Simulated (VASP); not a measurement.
Here is a VASP 6.6.1 calculation.

Contents of INCAR:

```
PREC = Accurate
ENCUT = 520
EDIFF = 1E-7
ISMEAR = 0
SIGMA = 0.1
LREAL = False
LASPH = True
NELM = 150
ALGO = Fast
ISIF = 2
LWAVE = False
LCHARG = True
ISPIN = 2
MAGMOM = 0 0 0 0 0 0 0 0 2
LORBIT = 11
LDIPOL = True
IDIPOL = 3
DIPOL = 0.5 0.5 0.246
GGA = PE
IVDW = 12
LELF = True
LVHAR = True
LVACPOTAV = True
NBANDS = 32
```

KPOINTS

```
Automatic mesh
0
Gamma
  6 6 1
```

File POSCAR:

```
SiC8
1.0
    4.9313048819      0.0000000000      0.0000000000
   -2.4656524409      4.2706353015      0.0000000000
    0.0000000000      0.0000000000     17.4000331942
C Si
8 1
Direct
    0.3333333333      0.1666666667      0.2298865266
    0.3333333333      0.6666666667      0.2298865266
    0.8333333333      0.1666666667      0.2298865266
    0.8333333333      0.6666666667      0.2298865266
    0.1666666667      0.3333333333      0.2298846189
    0.1666666667      0.8333333333      0.2298846189
    0.6666666667      0.3333333333      0.2298846189
    0.6666666667      0.8333333333      0.2298846189
    0.5000000000      0.2500000000      0.3735644134
```

Potentials or basis: VASP PAW PBE potentials, release 64 (C, Si).

Launch:

```bash
$ cat potpaw_PBE.64/C/POTCAR potpaw_PBE.64/Si/POTCAR > POTCAR
$ mpirun -np 1 vasp_std > vasp.out
```

Task: Estimate the largest force.

Result: 0.557 eV/Å.

Task: What does it give for the dispersion energy per atom?

Result: -0.116 eV.

Task: What does it give for the net moment?

Result: 1.88 μB per cell.

Forces in eV/Å, atoms in the order of the input:
```
C   -0.291 -0.168  0.444
C    0.003  0.002 -0.124
C    0.507 -0.205 -0.096
C    0.076  0.541 -0.096
C   -0.507  0.205 -0.096
C   -0.076 -0.541 -0.096
C    0.291  0.168  0.444
C   -0.003 -0.002 -0.124
Si   0.000  0.000 -0.256
```

Caveat: a moment this small can come from the mesh or the smearing.
